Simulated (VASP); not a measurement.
# SnO (P4/nmm) in VASP: notebook, part 2 of 2

VASP 6.6.1. Earlier steps stand in the parts before.

**3. Single point, PBEsol**

This run uses another cell than the first one, of 16.33 Å³/atom.

File INCAR:

```
  PREC = Accurate
  ENCUT = 520
  EDIFF = 1E-6
  ISMEAR = -1
  SIGMA = 0.05
  LREAL = F
  LASPH = T
  NELM = 80
  ALGO = Normal
  ISIF = 2
  LWAVE = F
  LCHARG = F
  GGA = PS
  NBANDS = 28
```

File KPOINTS:

```
regular mesh
0
Gamma
  7 7 6
```

File POSCAR:

```
SnO
1.0
    3.7751289791      0.0000000000      0.0000000000
    0.0000000000      3.7751289791      0.0000000000
    0.0000000000      0.0000000000      4.5833285219
Sn O
2 2
Direct
    0.5000000000      0.0000000000      0.7479461064
    0.0000000000      0.5000000000      0.2520538936
    0.0000000000      0.0000000000      0.0000000000
    0.5000000000      0.5000000000      0.0000000000
```

Potentials or basis: VASP PAW PBE potentials, release 64 (Sn_d, O).

On the command line:

```bash
$ cat potpaw_PBE.64/Sn_d/POTCAR potpaw_PBE.64/O/POTCAR > POTCAR
$ mpirun -np 1 vasp_std > vasp.out
```

OUTCAR:

```text
PREC = Accurate
   ENCUT = 520
   EDIFF = 1E-6
   ISMEAR = -1
   LREAL = F
   LASPH = T
   NELM = 80
   ISIF = 2
   GGA = PS

 ion  position               nearest neighbor table
   1  0.500  0.000  0.748-   3 2.21   4 2.21   4 2.21   3 2.21   2 3.51   2 3.51   2 3.51   2 3.51
                             2 3.53   2 3.53   2 3.53   2 3.53
   2  0.000  0.500  0.252-   3 2.21   4 2.21   3 2.21   4 2.21   1 3.51   1 3.51   1 3.51   1 3.51
                             1 3.53   1 3.53   1 3.53   1 3.53
   3  0.000  0.000  0.000-   1 2.21   2 2.21   2 2.21   1 2.21
   4  0.500  0.500  0.000-   1 2.21   2 2.21   1 2.21   2 2.21

  LATTYP: Found a simple tetragonal cell.
 ALAT       =     3.7751289791
 C/A-ratio  =     1.2140852795

  Lattice vectors:

 A1 = (   3.7751289791,   0.0000000000,   0.0000000000)
 A2 = (   0.0000000000,   3.7751289791,   0.0000000000)
 A3 = (   0.0000000000,   0.0000000000,   4.5833285219)

Analysis of symmetry for initial positions (statically):
=====================================================================
 Subroutine PRICEL returns:
 Original cell was already a primitive cell.

 Routine SETGRP: Setting up the symmetry group for a
 simple tetragonal supercell.

 Subroutine GETGRP returns: Found 16 space group operations
 (whereof  8 operations were pure point group operations)
 out of a pool of 16 trial point group operations.

The static configuration has the point symmetry D_2d.
 The point group associated with its full space group is D_4h.

Analysis of symmetry for dynamics (positions and initial velocities):
=====================================================================
 Subroutine PRICEL returns:
 Original cell was already a primitive cell.

 Routine SETGRP: Setting up the symmetry group for a
 simple tetragonal supercell.

 Subroutine GETGRP returns: Found 16 space group operations
 (whereof  8 operations were pure point group operations)
 out of a pool of 16 trial point group operations.

The dynamic configuration has the point symmetry D_2d.
 The point group associated with its full space group is D_4h.

 Subroutine INISYM returns: Found 16 space group operations
 (whereof  8 operations are pure point group operations),
 and found     1 'primitive' translations

----------------------------------------------------------------------------------------

                                     Primitive cell

  volume of cell :      65.3198

  direct lattice vectors                    reciprocal lattice vectors
     3.775128979  0.000000000  0.000000000     0.264891612  0.000000000  0.000000000
     0.000000000  3.775128979  0.000000000     0.000000000  0.264891612  0.000000000
     0.000000000  0.000000000  4.583328522     0.000000000  0.000000000  0.218182047

  length of vectors
     3.775128979  3.775128979  4.583328522     0.264891612  0.264891612  0.218182047

  position of ions in fractional coordinates (direct lattice)
     0.500000000  0.000000000  0.747946106
     0.000000000  0.500000000  0.252053894
     0.000000000  0.000000000  0.000000000
     0.500000000  0.500000000  0.000000000

  ion indices of the primitive-cell ions
   primitive index   ion index
                 1           1
                 2           2
                 3           3
                 4           4

[... 25 lines left out ...]

 Following reciprocal coordinates:
            Coordinates               Weight
  0.000000  0.000000  0.000000      1.000000
  0.142857  0.000000  0.000000      4.000000
  0.285714  0.000000  0.000000      4.000000
  0.428571  0.000000  0.000000      4.000000
  0.142857  0.142857  0.000000      4.000000
  0.285714  0.142857  0.000000      8.000000
[... 16 lines left out ...]
  0.285714  0.000000  0.333333      8.000000
  0.428571  0.000000  0.333333      8.000000
 [... further k-points ...]
   k-points           NKPTS =     40   k-points in BZ     NKDIM =     40   number of bands    NBANDS=     28
   number of dos      NEDOS =    301   number of ions     NIONS =      4
   total plane-waves  NPLWV =  28224
   dimension x,y,z NGX =    28 NGY =   28 NGZ =   36
   dimension x,y,z NGXF=    56 NGYF=   56 NGZF=   72
   ions per type =               2   2
   NGX,Y,Z   is equivalent  to a cutoff of  12.33, 12.33, 13.06 a.u.
   NGXF,Y,Z  is equivalent  to a cutoff of  24.66, 24.66, 26.12 a.u.
 SYSTEM =  unknown system
   PREC   = accura    normal or accurate (medium, high low for compatibility)
   ISTART =      0    job   : 0-new  1-cont  2-samecut
   ICHARG =      2    charge: 1-file 2-atom 10-const
   ISPIN  =      1    spin polarized calculation?
   LNONCOLLINEAR =      F non collinear calculations
   LSORBIT =      F    spin-orbit coupling
   LASPH  =      T    aspherical Exc in radial PAW
   ENCUT  =  520.0 eV  38.22 Ry    6.18 a.u.   7.02  7.02  8.52*2*pi/ulx,y,z
   NELM   =     80;   NELMIN=  2; NELMDL= -5     # of ELM steps
   EDIFF  = 0.1E-05   stopping-criterion for ELM
   LREAL  =      F    real-space projection
   EDIFFG = 0.1E-04   stopping-criterion for IOM
   NSW    =      0    number of steps for IOM
   IBRION =     -1    ionic relax: 0-MD 1-quasi-New 2-CG
   NFREE  =      0    steps in history (QN), initial steepest desc. (CG)
   ISIF   =      2    stress and relaxation
   ISYM   =      2    0-nonsym 1-usesym 2-fastsym
   POTIM  = 0.5000    time-step for ionic-motion
   TEBEG  =    0.0;   TEEND  =   0.0 temperature during run
   PSTRESS=    0.0 pullay stress
   NELECT =      40.0000    total number of electrons
   NUPDOWN=      -1.0000    fix difference up-down
   EMIN   =  10.00;   EMAX   =-10.00  energy-range for DOS
   EFERMI =   0.00;   METHOD = LEGACY
   ISMEAR =    -1;   SIGMA  =   0.05  broadening in eV -4-tet -1-fermi 0-gaus
   EFERMI_NEDOS =   21; number of points for ismear=-14 and -15
   IALGO  =     38    algorithm
   IMIX   =      4    mixing-type and parameters
     AMIX     =   0.40;   BMIX     =  1.00
     AMIX_MAG =   1.60;   BMIX_MAG =  1.00
  volume/ion in A,a.u.               =      16.33       110.20
  Fermi-wavevector in a.u.,A,eV,Ry     =   1.390209  2.627113 26.295707  1.932680
  Thomas-Fermi vector in A             =   2.514166
   LORBIT       =      0    0 simple, 1 ext, 2 COOP (PROOUT), +10 PAW based schemes
   GGA     = PS    functional components
   LHFCALC =     F    Hartree Fock is set to
   AEXX    =    0.0000 exact exchange contribution
   IVDW    =     0    specifies the selected vdW correction
   LEPSILON=     F    determine dielectric tensor
   LRPA    =     F    only Hartree local field effects (RPA)
 non-spin polarized calculation
  energy-cutoff  :      520.00
  volume of cell :       65.32
 maximum number of plane-waves:      1772
   NGX = 15   NGY = 15   NGZ = 17

 number of electron      40.0000009 magnetization

 Free energy of the ion-electron system (eV)
  ---------------------------------------------------
  ext. energy  EPLUGINS =         0.00000000
  ---------------------------------------------------
  free energy    TOTEN  =       -24.19338442 eV

  energy without entropy =      -24.19041774  energy(sigma->0) =      -24.19190108

 E-fermi :   7.8701     XC(G=0): -10.8946

 val. band max:        7.8605731542   @ k =   0.1429   0.0000   0.0000
 cond. band min:       7.8915136425   @ k =   0.0000   0.0000   0.0000
 fundamental gap:      0.0309404883
 Fermi energy:         7.8700651714

 k-point     1 :       0.0000    0.0000    0.0000
  band No.  band energies     occupation
      1     -14.1704      2.00000
      2     -13.7060      2.00000
      3     -13.7060      2.00000
      4     -13.6810      2.00000
      5     -13.6489      2.00000
      6     -13.6448      2.00000
[... 733 lines left out ...]
     27      16.7133      0.00000
     28      17.4147      0.00000

 [... further k-points ...]

------------------------ aborting loop because EDIFF is reached ----------------------------------------

  FORCE on cell =-STRESS in cart. coord.  units (eV):
  Direction    XX          YY          ZZ          XY          YZ          ZX
  --------------------------------------------------------------------------------------
  -------------------------------------------------------------------------------------
  Total        0.9201344      0.9201344      0.9187080      0.0000000      0.0000000      0.0000000
  in kB       22.5692567     22.5692567     22.5342703      0.0000000      0.0000000      0.0000000
  external PRESSURE =      22.5575945 kB  Pullay stress =       0.0000000 kB

 VOLUME and BASIS-vectors are now :
 -----------------------------------------------------------------------------
  energy-cutoff  :      520.00
  volume of cell :       65.32
      direct lattice vectors                 reciprocal lattice vectors
     3.775128979  0.000000000  0.000000000     0.264891612  0.000000000  0.000000000
     0.000000000  3.775128979  0.000000000     0.000000000  0.264891612  0.000000000
     0.000000000  0.000000000  4.583328522     0.000000000  0.000000000  0.218182047

 POSITION                                       TOTAL-FORCE (eV/Angst)
 -----------------------------------------------------------------------------------
      1.88756      0.00000      3.42808         0.000000      0.000000     -0.087303
      0.00000      1.88756      1.15525         0.000000      0.000000      0.087303
      0.00000      0.00000      0.00000         0.000000      0.000000      0.000000
      1.88756      1.88756      0.00000         0.000000     -0.000000      0.000000
 -----------------------------------------------------------------------------------
    total drift:                                0.000000      0.000000     -0.000000

  FREE ENERGIE OF THE ION-ELECTRON SYSTEM (eV)
  ---------------------------------------------------
  free  energy   TOTEN  =       -24.1933844158 eV

  energy  without entropy=      -24.1904177422  energy(sigma->0) =      -24.19190108
```

OSZICAR:

```text
N       E                     dE             d eps       ncg     rms          rms(c)
DAV:   1     0.418220041621E+03    0.41822E+03   -0.19717E+04  2304   0.224E+03
DAV:   2     0.348519009978E+02   -0.38337E+03   -0.36874E+03  2356   0.550E+02
DAV:   3    -0.245565163128E+02   -0.59408E+02   -0.58382E+02  2520   0.180E+02
DAV:   4    -0.272862139032E+02   -0.27297E+01   -0.27170E+01  2572   0.413E+01
DAV:   5    -0.273502658684E+02   -0.64052E-01   -0.64043E-01  2468   0.680E+00    0.108E+01
DAV:   6    -0.242488308124E+02    0.31014E+01   -0.13649E+01  3632   0.428E+01    0.477E+00
DAV:   7    -0.242276650209E+02    0.21166E-01   -0.16896E+00  2648   0.792E+00    0.240E+00
DAV:   8    -0.242034919249E+02    0.24173E-01   -0.27372E-01  2808   0.342E+00    0.758E-01
DAV:   9    -0.241927854075E+02    0.10707E-01   -0.42059E-02  3544   0.231E+00    0.208E-01
DAV:  10    -0.241935759464E+02   -0.79054E-03   -0.56688E-03  3112   0.744E-01    0.106E-01
DAV:  11    -0.241933727596E+02    0.20319E-03   -0.11350E-03  3452   0.335E-01    0.181E-02
DAV:  12    -0.241933901558E+02   -0.17396E-04   -0.15917E-04  2308   0.729E-02    0.247E-02
DAV:  13    -0.241933846904E+02    0.54653E-05   -0.16369E-05  2780   0.277E-02    0.339E-03
DAV:  14    -0.241933844158E+02    0.27463E-06   -0.17542E-06  1704   0.138E-02
   1 F= -.24193384E+02 E0= -.24191901E+02  d E =-.296667E-02
```

Wall time 100 s (1 thread of Intel Xeon 8259CL, shared host); peak memory 0.21 GiB.

Results:

```
Free energy            : -24.1934 eV
Pressure               : 2.3 GPa
Largest force          : 0.087 eV/Å
Band gap on the k mesh : zero (bands 20 and 21 overlap by 0.16 eV)
```

Forces in eV/Å, atoms in the order of the input:
```
Sn   0.000  0.000 -0.087
Sn   0.000  0.000  0.087
O    0.000  0.000  0.000
O    0.000  0.000  0.000
```

Caveat: semilocal functionals underestimate gaps, so a narrow gap can read as zero; the PAW data sets were made with another functional, which shifts forces and pressure a little; spin-orbit coupling is left out, which moves the levels of the heavy elements.

**4. Single point, PBEsol**

This run uses another cell than the first one, of 17.21 Å³/atom.

File INCAR:

```
SYSTEM = SnO
  ALGO = Normal
  EDIFF = 1E-7
  ENCUT = 520
  GGA = PS
  ISIF = 2
  ISMEAR = -1
  LASPH = .True.
  LCHARG = .False.
  LREAL = .False.
  LWAVE = .False.
  NBANDS = 28
  NELM = 80
  PREC = Accurate
  SIGMA = 0.05
```

File KPOINTS:

```
k-points
0
Gamma
  7 7 6
  0 0 0
```

File POSCAR:

```
SnO
1.0
    3.8057824509      0.0000000000      0.0000000000
    0.0000000000      3.8057824509      0.0000000000
    0.0000000000      0.0000000000      4.7517118638
Sn O
2 2
Direct
    0.5000000000      0.0000000000      0.7575602647
    0.0000000000      0.5000000000      0.2424397353
    0.0000000000      0.0000000000      0.0000000000
    0.5000000000      0.5000000000      0.0000000000
```

On the command line:

```bash
$ cat potpaw_PBE.64/Sn_d/POTCAR potpaw_PBE.64/O/POTCAR > POTCAR
$ mpirun -np 1 vasp_std > vasp.out
```

Run time: 97 s. Hardware: 1 thread of Intel Xeon 8259CL, shared host; peak memory 0.21 GiB.

Results (log left out):

```yaml
Free_energy: -24.2146 eV
Pressure: 0.2 GPa
Largest_force: 0.085 eV/Å
Band_gap_on_the_k_mesh: 0.16 eV (least direct gap 1.91 eV)
```

Forces on the atoms (eV/Å):
```
Sn   0.000  0.000 -0.085
Sn   0.000  0.000  0.085
O    0.000  0.000  0.000
O    0.000  0.000  0.000
```

Levels at points of the mesh, in eV from the valence-band top:
```
           k point  band 17  band 18  band 19  band 20  band 21  band 22  band 23  band 24
(0.00, 0.00, 0.00)    -3.49    -3.18    -3.18     0.00     2.13     4.52     4.57     4.57
(0.00, 0.00, 0.50)    -3.20    -3.20    -2.99    -2.19     1.59     2.79     2.79     3.57
```

Caveat: the PAW data sets were made with another functional, which shifts forces and pressure a little; spin-orbit coupling is left out, which moves the levels of the heavy elements; an odd mesh through Γ misses points on the zone boundary, where band edges can lie.

**5. Summary**

| cell | gap on the mesh (eV) | pressure (GPa) | largest force (eV/Å) |
| --- | --- | --- | --- |
| a = 3.743, b = 3.743, c = 4.437 Å, 4 atoms, atomic positions A | none | 5.3 | 0.09 |
| a = 3.775, b = 3.775, c = 4.583 Å, 4 atoms, atomic positions B | none | 2.3 | 0.09 |
| a = 3.806, b = 3.806, c = 4.752 Å, 4 atoms, atomic positions C | 0.16 | 0.2 | 0.09 |

Alike in all rows: task single point; level PBEsol; potentials or basis VASP PAW PBE potentials, release 64 (Sn_d, O); no spin polarisation; k mesh 7 × 7 × 6; cutoff (eV) 520; smearing fermi-dirac 0.05 eV.

Caveats: the PAW data sets were made with another functional, which shifts forces and pressure a little; spin-orbit coupling is left out, which moves the levels of the heavy elements; semilocal functionals underestimate gaps, so a narrow gap can read as zero (at least some runs); the cell stands under pressure (at least some runs); an odd mesh through Γ misses points on the zone boundary, where band edges can lie (at least some runs).

Total energies depend on the potentials used, so only differences within one code and one set of settings carry meaning.
